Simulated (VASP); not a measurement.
# FeGe2 (I4/mcm) in VASP: electric field gradients with PBEsol

Aim: the electric field gradients of FeGe2 with PBEsol.

Everything below comes from runs of VASP 6.6.1. Logs are shortened: lines on timing, memory, paths and dates and some standing lists are left out, and cuts for length are marked.

### Step 1. The cell of the first run

The structure is tetragonal, space group I4/mcm (No. 140). Conventional cell: a = 5.919 Å, b = 5.919 Å, c = 4.903 Å, α = 90.00°, β = 90.00°, γ = 90.00°. Within 3.2 Å of Fe (site symmetry 422) lie 2 Fe at 2.45 Å and 8 Ge at 2.55 Å. Within 3.4 Å of Ge (site symmetry m2m) lie 4 Fe at 2.55 Å and 11 Ge at 2.59 to 3.17 Å.

### Step 2. Electric field gradients, PBEsol, collinear spin, ferromagnetic start

Input file INCAR:

```
PREC = Accurate
ENCUT = 520
EDIFF = 1E-8
ISMEAR = -1
SIGMA = 0.05
LREAL = F
LASPH = T
NELM = 150
ALGO = Normal
ISIF = 2
LWAVE = F
LCHARG = F
ISPIN = 2
MAGMOM = 2.5 2.5 0 0 0 0
LORBIT = 11
LMAXMIX = 4
GGA = PS
LEFG = T
NBANDS = 49
```

Input file KPOINTS:

```
regular mesh
0
Gamma
  9 9 9
```

Input file POSCAR:

```
FeGe2
1.0
   -2.9595565636      2.9595565636      2.4514030100
    2.9595565636     -2.9595565636      2.4514030100
    2.9595565636      2.9595565636     -2.4514030100
Fe Ge
2 4
Direct
    0.7500000000      0.7500000000      0.0000000000
    0.2500000000      0.2500000000      0.0000000000
    0.1548926100      0.6548926100      0.8097852200
    0.3451073900      0.1548926100      0.5000000000
    0.6548926100      0.8451073900      0.5000000000
    0.8451073900      0.3451073900      0.1902147800
```

Potentials or basis: VASP PAW PBE potentials, release 64 (Fe, Ge_d).

Started as:

```sh
cat potpaw_PBE.64/Fe/POTCAR potpaw_PBE.64/Ge_d/POTCAR > POTCAR
mpirun -np 1 vasp_std > vasp.out
```

OUTCAR:

```text
PREC = Accurate
   ENCUT = 520
   EDIFF = 1E-8
   ISMEAR = -1
   LREAL = F
   LASPH = T
   NELM = 150
   ISIF = 2
   ISPIN = 2
   LORBIT = 11
   GGA = PS

 ion  position               nearest neighbor table
   1  0.750  0.750  0.000-   2 2.45   2 2.45   6 2.55   3 2.55   3 2.55   6 2.55   5 2.55   4 2.55
                             5 2.55   4 2.55
   2  0.250  0.250  0.000-   1 2.45   1 2.45   6 2.55   3 2.55   3 2.55   6 2.55   4 2.55   4 2.55
                             5 2.55   5 2.55
   3  0.155  0.655  0.810-   1 2.55   2 2.55   1 2.55   2 2.55   6 2.59
   4  0.345  0.155  0.500-   1 2.55   2 2.55   2 2.55   1 2.55   5 2.59
   5  0.655  0.845  0.500-   2 2.55   1 2.55   1 2.55   2 2.55   4 2.59
   6  0.845  0.345  0.190-   1 2.55   2 2.55   1 2.55   2 2.55   3 2.59

  LATTYP: Found a body centered tetragonal cell.
 ALAT       =     5.9191131272
 C/A-ratio  =     0.8283007800

  Lattice vectors:

 A1 = (  -2.9595565636,   2.9595565636,   2.4514030100)
 A2 = (   2.9595565636,  -2.9595565636,   2.4514030100)
 A3 = (   2.9595565636,   2.9595565636,  -2.4514030100)

Analysis of symmetry for initial positions (statically):
=====================================================================
 Subroutine PRICEL returns:
 Original cell was already a primitive cell.

 Routine SETGRP: Setting up the symmetry group for a
 body centered tetragonal supercell.

 Subroutine GETGRP returns: Found 16 space group operations
 (whereof  8 operations were pure point group operations)
 out of a pool of 16 trial point group operations.

The static configuration has the point symmetry C_4h.
 The point group associated with its full space group is D_4h.

Analysis of symmetry for dynamics (positions and initial velocities):
=====================================================================
 Subroutine PRICEL returns:
 Original cell was already a primitive cell.

 Routine SETGRP: Setting up the symmetry group for a
 body centered tetragonal supercell.

 Subroutine GETGRP returns: Found 16 space group operations
 (whereof  8 operations were pure point group operations)
 out of a pool of 16 trial point group operations.

The dynamic configuration has the point symmetry C_4h.
 The point group associated with its full space group is D_4h.

Analysis of structural, dynamic, and magnetic symmetry:
[... 2642 lines left out ...]
 VOLUME and BASIS-vectors are now :
 -----------------------------------------------------------------------------
  energy-cutoff  :      520.00
  volume of cell :       85.89
      direct lattice vectors                 reciprocal lattice vectors
    -2.959556564  2.959556564  2.451403010     0.000000000  0.168944228  0.203964831
     2.959556564 -2.959556564  2.451403010     0.168944228  0.000000000  0.203964831
     2.959556564  2.959556564 -2.451403010     0.168944228  0.168944228  0.000000000

 POSITION                                       TOTAL-FORCE (eV/Angst)
 -----------------------------------------------------------------------------------
      0.00000      0.00000      3.67710        -0.000000     -0.000000     -0.000000
      0.00000      0.00000      1.22570        -0.000000     -0.000000     -0.000000
      3.87638      0.91683     -0.00000         0.123532      0.123532     -0.000000
      0.91683      2.04273      0.00000         0.123532     -0.123532     -0.000000
      2.04273      0.91683      2.45140        -0.123532      0.123532     -0.000000
     -0.91683      2.04273      2.45140        -0.123532     -0.123532      0.000000
 -----------------------------------------------------------------------------------
    total drift:                               -0.000000     -0.000000      0.000000

  FREE ENERGIE OF THE ION-ELECTRON SYSTEM (eV)
  ---------------------------------------------------
  free  energy   TOTEN  =       -38.4913902228 eV

  energy  without entropy=      -38.4671462837  energy(sigma->0) =      -38.47926825

 Electric field gradients (V/A^2)
---------------------------------------------------------------------
 ion       V_xx      V_yy      V_zz      V_xy      V_xz      V_yz
---------------------------------------------------------------------
   1       1.751     1.751    -3.501    -0.000     0.000     0.000
   2       1.751     1.751    -3.501    -0.000     0.000     0.000
   3     -31.567   -31.567    63.133    40.605    -0.003    -0.003
   4     -31.567   -31.567    63.134   -40.613    -0.004    -0.004
   5     -31.567   -31.567    63.134   -40.613    -0.004    -0.004
   6     -31.567   -31.567    63.133    40.605    -0.003    -0.003
---------------------------------------------------------------------

 Electric field gradients after diagonalization (V/A^2)
 (convention: |V_zz| > |V_xx| > |V_yy|)
----------------------------------------------------------------------
 ion       V_xx      V_yy      V_zz     asymmetry (V_yy - V_xx)/ V_zz
----------------------------------------------------------------------
   1       1.751     1.751    -3.501       0.000
   2       1.751     1.751    -3.501       0.000
   3      63.133     9.039   -72.172       0.750
   4      63.134     9.046   -72.180       0.749
   5      63.134     9.046   -72.180       0.749
   6      63.133     9.039   -72.172       0.750
----------------------------------------------------------------------

           NMR quadrupolar parameters

 Cq : quadrupolar parameter    Cq=e*Q*V_zz/h
 eta: asymmetry parameters     (V_yy - V_xx)/ V_zz
 Q  : nuclear electric quadrupole moment in mb (millibarn)
----------------------------------------------------------------------
 ion       Cq(MHz)       eta       Q (mb)
----------------------------------------------------------------------
   1      -0.008       0.000       1.000
   2      -0.008       0.000       1.000
   3      -0.175       0.750       1.000
   4      -0.175       0.749       1.000
   5      -0.175       0.749       1.000
   6      -0.175       0.750       1.000
----------------------------------------------------------------------

 total charge

# of ion       s       p       d       tot
------------------------------------------
    1        0.422   0.520   6.435   7.377
    2        0.422   0.520   6.435   7.377
    3        1.157   1.108  10.068  12.333
    4        1.157   1.108  10.068  12.333
    5        1.157   1.108  10.068  12.333
    6        1.157   1.108  10.068  12.333
--------------------------------------------------
tot          5.471   5.472  53.142  64.085

 magnetization (x)

# of ion       s       p       d       tot
------------------------------------------
    1        0.006   0.005   1.299   1.310
    2        0.006   0.005   1.299   1.310
    3       -0.001  -0.046  -0.001  -0.049
    4       -0.001  -0.046  -0.001  -0.049
    5       -0.001  -0.046  -0.001  -0.049
    6       -0.001  -0.046  -0.001  -0.049
--------------------------------------------------
tot          0.007  -0.175   2.593   2.425
```

stdout:

```text
POSCAR found type information on POSCAR FeGe
 POSCAR found :  2 types and       6 ions
 scaLAPACK will be used
 -----------------------------------------------------------------------------
|                                                                             |
|                                                                             |
|     You enforced a specific xc type in the INCAR file but a different       |
|     I HOPE YOU KNOW WHAT YOU ARE DOING!                                     |
|                                                                             |
 -----------------------------------------------------------------------------

 LDA part: xc-table for (Slater+PW92), standard interpolation
 POSCAR, INCAR and KPOINTS ok, starting setup
 FFT: planning ... GRIDC
 FFT: planning ... GRID_SOFT
 FFT: planning ... GRID
 WAVECAR not read
 entering main loop
ion   1

ion   2

ion   3

ion   4

ion   5

ion   6
```

It took 12 min on 1 thread of Intel Xeon Platinum 8488C (Sapphire Rapids), shared host; peak memory 0.53 GiB.

What came out:

| Property | Result |
| --- | --- |
| Free energy | -38.4914 eV |
| Pressure | -5.4 GPa |
| Largest force | 0.175 eV/Å |
| Net moment | 2.36 μB per cell |
| Site moments | Fe +1.31; Ge -0.05 μB |
| Largest electric field gradient by atom | Fe -3.5; Ge -72.2 V/Å² |
| Valence electrons inside the program's atomic spheres | Fe 7.38; Ge 12.33 |

Forces in eV/Å, atoms in the order of the input:
```
Fe   0.000  0.000  0.000
Fe   0.000  0.000  0.000
Ge   0.124  0.124  0.000
Ge   0.124 -0.124  0.000
Ge  -0.124  0.124  0.000
Ge  -0.124 -0.124  0.000
```

Levels at points of the mesh, in eV from the Fermi level:
Spin up:
```tsv
k point	band 34	band 35	band 36	band 37	band 38	band 39	band 40	band 41
(0.00, 0.00, 0.00)	-1.90	-1.47	-1.25	-1.06	-1.06	0.13	0.13	0.38
```
Spin down:
```csv
k point,band 32,band 33,band 34,band 35,band 36,band 37,band 38,band 39
"(0.00, 0.00, 0.00)",-2.02,-1.86,-1.79,-0.49,-0.41,0.63,0.63,1.07
```

Electric field gradients, principal values (V/Å²):
```csv
atom,least,middle,greatest (by size)
1 Fe,1.751,1.751,-3.501
2 Fe,1.751,1.751,-3.501
3 Ge,9.039,63.133,-72.172
4 Ge,9.046,63.134,-72.180
5 Ge,9.046,63.134,-72.180
6 Ge,9.039,63.133,-72.172
```

Caveat: the cell stands under tension; without QUAD_EFG the Cq values of the log hold for a quadrupole moment of 1 mb, not for the nuclei; the PAW data sets were made with another functional, which shifts forces and pressure a little.
